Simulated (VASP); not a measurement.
# Zn (Fd-3m) in VASP: further runs

The runs below take Zn through single point, relaxation of cell and atoms, with PBE.

Everything below comes from runs of VASP 6.6.1. Logs are shortened: lines on timing, memory, paths and dates and some standing lists are left out, and cuts for length are marked.

## Step 1: The cell of the first run

Symmetry: Fd-3m, No. 227, cubic system. The conventional cell has a = 4.841 Å, b = 4.841 Å, c = 4.841 Å, α = 90.00°, β = 90.00°, γ = 90.00°. Within 2.8 Å of Zn (site symmetry -43m) lie 4 Zn at 2.10 Å.

This isn't the form of Zn at room conditions, which is hcp.

## Step 2: Single point, PBE

Contents of INCAR:

```
PREC     = Accurate       # precision mode
ENCUT    = 500            # plane-wave cutoff, eV
EDIFF    = 1E-6           # SCF threshold, eV
ISMEAR   = 1              # smearing method
SIGMA    = 0.05           # smearing width, eV
LREAL    = False          # projectors in reciprocal space
LASPH    = True           # aspherical terms in the spheres
NELM     = 120            # most SCF steps
ALGO     = Normal         # electronic algorithm
ISIF     = 2              # what is computed and relaxed
LWAVE    = False          # write WAVECAR
LCHARG   = False          # write CHGCAR
GGA      = PE             # functional
NBANDS   = 19             # bands
GGA_COMPAT= False
```

Contents of KPOINTS:

```
Automatic mesh
0
Gamma
  7 7 7
```

Contents of POSCAR:

```
Zn
1.0
    0.0000000000      2.4202773604      2.4202773604
    2.4202773604      0.0000000000      2.4202773604
    2.4202773604      2.4202773604      0.0000000000
Zn
2
Direct
    1.0000000000      1.0000000000      1.0000000000
    0.2500000000      0.2500000000      0.2500000000
```

Potentials or basis: VASP PAW PBE potentials, release 64 (Zn).

Started as:

```bash
$ cat potpaw_PBE.64/Zn/POTCAR > POTCAR
$ mpirun -np 1 vasp_std > vasp.out
```

OUTCAR:

```text
PREC = Accurate
   ENCUT = 500
   EDIFF = 1E-6
   ISMEAR = 1
   LREAL = False
   LASPH = True
   NELM = 120
   ISIF = 2
   GGA = PE

 ion  position               nearest neighbor table
   1  0.000  0.000  0.000-   2 2.10   2 2.10   2 2.10   2 2.10
   2  0.250  0.250  0.250-   1 2.10   1 2.10   1 2.10   1 2.10

  LATTYP: Found a face centered cubic cell.
 ALAT       =     4.8405547208

  Lattice vectors:

 A1 = (   0.0000000000,   2.4202773604,   2.4202773604)
 A2 = (   2.4202773604,   0.0000000000,   2.4202773604)
 A3 = (   2.4202773604,   2.4202773604,   0.0000000000)

Analysis of symmetry for initial positions (statically):
=====================================================================
 Subroutine PRICEL returns:
 Original cell was already a primitive cell.

 Routine SETGRP: Setting up the symmetry group for a
 face centered cubic supercell.

 Subroutine GETGRP returns: Found 48 space group operations
 (whereof 24 operations were pure point group operations)
 out of a pool of 48 trial point group operations.

The static configuration has the point symmetry T_d .
 The point group associated with its full space group is O_h .

Analysis of symmetry for dynamics (positions and initial velocities):
=====================================================================
 Subroutine PRICEL returns:
 Original cell was already a primitive cell.

 Routine SETGRP: Setting up the symmetry group for a
 face centered cubic supercell.

 Subroutine GETGRP returns: Found 48 space group operations
 (whereof 24 operations were pure point group operations)
 out of a pool of 48 trial point group operations.

The dynamic configuration has the point symmetry T_d .
 The point group associated with its full space group is O_h .

 Subroutine INISYM returns: Found 48 space group operations
 (whereof 24 operations are pure point group operations),
 and found     1 'primitive' translations

----------------------------------------------------------------------------------------

                                     Primitive cell

  volume of cell :      28.3547

  direct lattice vectors                    reciprocal lattice vectors
     0.000000000  2.420277360  2.420277360    -0.206587893  0.206587893  0.206587893
     2.420277360  0.000000000  2.420277360     0.206587893 -0.206587893  0.206587893
     2.420277360  2.420277360  0.000000000     0.206587893  0.206587893 -0.206587893

  length of vectors
     3.422789068  3.422789068  3.422789068     0.357820727  0.357820727  0.357820727

  position of ions in fractional coordinates (direct lattice)
     0.000000000  0.000000000  0.000000000
     0.250000000  0.250000000  0.250000000

  ion indices of the primitive-cell ions
   primitive index   ion index
                 1           1
                 2           2

----------------------------------------------------------------------------------------

 KPOINTS: Automatic mesh

Automatic generation of k-mesh.
 Grid dimensions read from file:
 generate k-points for:    7    7    7

 Generating k-lattice:

  Cartesian coordinates                     Fractional coordinates (reciprocal lattice)
    -0.029512556  0.029512556  0.029512556     0.142857143  0.000000000  0.000000000
     0.029512556 -0.029512556  0.029512556     0.000000000  0.142857143  0.000000000
     0.029512556  0.029512556 -0.029512556     0.000000000  0.000000000  0.142857143

  Length of vectors
     0.051117247  0.051117247  0.051117247

  Shift w.r.t. Gamma in fractional coordinates (k-lattice)
     0.000000000  0.000000000  0.000000000

 Subroutine IBZKPT returns following result:
 ===========================================

 Found     20 irreducible k-points:

 Following reciprocal coordinates:
            Coordinates               Weight
  0.000000  0.000000  0.000000      1.000000
  0.142857  0.000000  0.000000      8.000000
  0.285714  0.000000  0.000000      8.000000
  0.428571  0.000000  0.000000      8.000000
  0.142857  0.142857  0.000000      6.000000
  0.285714  0.142857  0.000000     24.000000
[... 12 lines left out ...]
 -0.428571  0.428571  0.142857     24.000000
 -0.285714  0.428571  0.142857     24.000000
   k-points           NKPTS =     20   k-points in BZ     NKDIM =     20   number of bands    NBANDS=     19
   number of dos      NEDOS =    301   number of ions     NIONS =      2
   total plane-waves  NPLWV =  21952
   dimension x,y,z NGX =    28 NGY =   28 NGZ =   28
   dimension x,y,z NGXF=    56 NGYF=   56 NGZF=   56
   ions per type =               2
   NGX,Y,Z   is equivalent  to a cutoff of  13.60, 13.60, 13.60 a.u.
   NGXF,Y,Z  is equivalent  to a cutoff of  27.20, 27.20, 27.20 a.u.
 SYSTEM =  unknown system
   PREC   = accura    normal or accurate (medium, high low for compatibility)
   ISTART =      0    job   : 0-new  1-cont  2-samecut
   ICHARG =      2    charge: 1-file 2-atom 10-const
   ISPIN  =      1    spin polarized calculation?
   LNONCOLLINEAR =      F non collinear calculations
   LSORBIT =      F    spin-orbit coupling
   LASPH  =      T    aspherical Exc in radial PAW
   ENCUT  =  500.0 eV  36.75 Ry    6.06 a.u.   6.24  6.24  6.24*2*pi/ulx,y,z
   NELM   =    120;   NELMIN=  2; NELMDL= -5     # of ELM steps
   EDIFF  = 0.1E-05   stopping-criterion for ELM
   LREAL  =      F    real-space projection
   EDIFFG = 0.1E-04   stopping-criterion for IOM
   NSW    =      0    number of steps for IOM
   IBRION =     -1    ionic relax: 0-MD 1-quasi-New 2-CG
   NFREE  =      0    steps in history (QN), initial steepest desc. (CG)
   ISIF   =      2    stress and relaxation
   ISYM   =      2    0-nonsym 1-usesym 2-fastsym
   POTIM  = 0.5000    time-step for ionic-motion
   TEBEG  =    0.0;   TEEND  =   0.0 temperature during run
   PSTRESS=    0.0 pullay stress
   NELECT =      24.0000    total number of electrons
   NUPDOWN=      -1.0000    fix difference up-down
   EMIN   =  10.00;   EMAX   =-10.00  energy-range for DOS
   EFERMI =   0.00;   METHOD = LEGACY
   ISMEAR =     1;   SIGMA  =   0.05  broadening in eV -4-tet -1-fermi 0-gaus
   EFERMI_NEDOS =   21; number of points for ismear=-14 and -15
   IALGO  =     38    algorithm
   IMIX   =      4    mixing-type and parameters
     AMIX     =   0.40;   BMIX     =  1.00
     AMIX_MAG =   1.60;   BMIX_MAG =  1.00
  volume/ion in A,a.u.               =      14.18        95.67
  Fermi-wavevector in a.u.,A,eV,Ry     =   1.548591  2.926413 32.628602  2.398135
  Thomas-Fermi vector in A             =   2.653519
   LORBIT       =      0    0 simple, 1 ext, 2 COOP (PROOUT), +10 PAW based schemes
   GGA     = PE    functional components
   LHFCALC =     F    Hartree Fock is set to
   AEXX    =    0.0000 exact exchange contribution
   IVDW    =     0    specifies the selected vdW correction
   LEPSILON=     F    determine dielectric tensor
   LRPA    =     F    only Hartree local field effects (RPA)
 non-spin polarized calculation
 Methfessel and Paxton  Order N= 1 SIGMA  =   0.05
  energy-cutoff  :      500.00
  volume of cell :       28.35
 maximum number of plane-waves:       726
 NGX is ok and might be reduce to    28
   NGX = 13   NGY = 13   NGZ = 13

 number of electron      24.0000015 magnetization

 Free energy of the ion-electron system (eV)
  ---------------------------------------------------
  ext. energy  EPLUGINS =         0.00000000
  ---------------------------------------------------
  free energy    TOTEN  =         1.05758697 eV

  energy without entropy =        1.05839127  energy(sigma->0) =        1.05785507

 E-fermi :   3.2983     XC(G=0): -11.6619

 val. band max:        3.2855692005   @ k =  -0.4286   0.4286   0.1429
 cond. band min:       3.4912503497   @ k =   0.2857   0.0000   0.0000
 fundamental gap:      0.2056811492
 Fermi energy:         3.2983269824

 k-point     1 :       0.0000    0.0000    0.0000
  band No.  band energies     occupation
      1      -7.5242      2.00000
      2      -5.8890      2.00000
      3      -5.8890      2.00000
      4      -5.8890      2.00000
      5      -5.8658      2.00000
      6      -5.8658      2.00000
[... 11 lines left out ...]
     18      16.2519      0.00000
     19      16.2785      0.00000

 k-point     2 :       0.1429    0.0000    0.0000
  band No.  band energies     occupation
      1      -7.1472      2.00000
      2      -6.0115      2.00000
      3      -6.0115      2.00000
      4      -5.8694      2.00000
      5      -5.6906      2.00000
      6      -5.6906      2.00000
[... 11 lines left out ...]
     18      16.5237      0.00000
     19      17.6365      0.00000

 k-point     3 :       0.2857    0.0000    0.0000
  band No.  band energies     occupation
      1      -6.2678      2.00000
      2      -6.0289      2.00000
      3      -6.0289      2.00000
      4      -5.7531      2.00000
      5      -5.5982      2.00000
      6      -5.5982      2.00000
[... 11 lines left out ...]
     18      15.4927      0.00000
     19      18.7306      0.00000

 k-point     4 :       0.4286    0.0000    0.0000
  band No.  band energies     occupation
      1      -5.9536      2.00000
      2      -5.9536      2.00000
      3      -5.8660      2.00000
      4      -5.6628      2.00000
      5      -5.6628      2.00000
      6      -5.6116      2.00000
[... 11 lines left out ...]
     18      14.4244      0.00000
     19      22.0086      0.00000

 k-point     5 :       0.1429    0.1429    0.0000
  band No.  band energies     occupation
      1      -7.0156      2.00000
      2      -6.1272      2.00000
      3      -5.8856      2.00000
      4      -5.8856      2.00000
      5      -5.7572      2.00000
      6      -5.5636      2.00000
[... 11 lines left out ...]
     18      16.3760      0.00000
     19      18.8022      0.00000
[... 246 lines left out ...]
      2      -6.0616      2.00000
      3      -5.7898      2.00000
      4      -5.5463      2.00000
      5      -5.5301      2.00000
      6      -5.2490      2.00000
[... 11 lines left out ...]
     18      19.4851      0.00000
     19      20.3019      0.00000

 k-point    18 :      -0.4286    0.2857    0.1429
  band No.  band energies     occupation
      1      -6.1846      2.00000
      2      -6.1159      2.00000
      3      -5.7115      2.00000
      4      -5.4866      2.00000
      5      -5.4241      2.00000
      6      -5.2205      2.00000
[... 11 lines left out ...]
     18      19.9475      0.00000
     19      20.7895      0.00000

 k-point    19 :      -0.4286    0.4286    0.1429
  band No.  band energies     occupation
      1      -6.2137      2.00000
      2      -6.1288      2.00000
      3      -5.7449      2.00000
      4      -5.5834      2.00000
      5      -5.1632      2.00000
      6      -4.9662      2.00000
[... 11 lines left out ...]
     18      21.6347      0.00000
     19      24.1162      0.00000

 k-point    20 :      -0.2857    0.4286    0.1429
  band No.  band energies     occupation
      1      -6.2405      2.00000
      2      -6.1545      2.00000
      3      -5.6752      2.00000
      4      -5.4685      2.00000
      5      -5.2546      2.00000
      6      -4.9635      2.00000
[... 11 lines left out ...]
     18      17.4587      0.00000
     19      23.7639      0.00000

------------------------ aborting loop because EDIFF is reached ----------------------------------------

  FORCE on cell =-STRESS in cart. coord.  units (eV):
  Direction    XX          YY          ZZ          XY          YZ          ZX
  --------------------------------------------------------------------------------------
  -------------------------------------------------------------------------------------
  Total       10.8567229     10.8567229     10.8567229     -0.0000000     -0.0000000      0.0000000
  in kB      613.4567134    613.4567134    613.4567134     -0.0000000     -0.0000000      0.0000000
  external PRESSURE =     613.4567134 kB  Pullay stress =       0.0000000 kB

 VOLUME and BASIS-vectors are now :
 -----------------------------------------------------------------------------
  energy-cutoff  :      500.00
  volume of cell :       28.35
      direct lattice vectors                 reciprocal lattice vectors
     0.000000000  2.420277360  2.420277360    -0.206587893  0.206587893  0.206587893
     2.420277360  0.000000000  2.420277360     0.206587893 -0.206587893  0.206587893
     2.420277360  2.420277360  0.000000000     0.206587893  0.206587893 -0.206587893

 POSITION                                       TOTAL-FORCE (eV/Angst)
 -----------------------------------------------------------------------------------
      0.00000      0.00000      0.00000         0.000000      0.000000      0.000000
      1.21014      1.21014      1.21014        -0.000000     -0.000000     -0.000000
 -----------------------------------------------------------------------------------
    total drift:                                0.000000      0.000000      0.000000

  FREE ENERGIE OF THE ION-ELECTRON SYSTEM (eV)
  ---------------------------------------------------
  free  energy   TOTEN  =         1.0575869685 eV

  energy  without entropy=        1.0583912739  energy(sigma->0) =        1.05785507
```

It took 8.4 s on 1 thread of Intel Xeon Platinum 8488C (Sapphire Rapids), shared host; peak memory 0.15 GiB.

What came out:

```yaml
Free_energy: 1.0576 eV
Pressure: 61.3 GPa
Band_gap_on_the_k_mesh: zero (bands 12 and 13 overlap by 10.02 eV)
```

Levels at points of the mesh, in eV from the Fermi level:
| k point | band 8 | band 9 | band 10 | band 11 | band 12 | band 13 | band 14 | band 15 | band 16 | band 17 |
| --- | --- | --- | --- | --- | --- | --- | --- | --- | --- | --- |
| (0.00, 0.00, 0.00) | -7.80 | -7.80 | -7.15 | -7.15 | 8.49 | 8.49 | 8.49 | 9.51 | 9.51 | 9.51 |

Caveat: the cell stands under pressure.

[end of part 1 of 3]
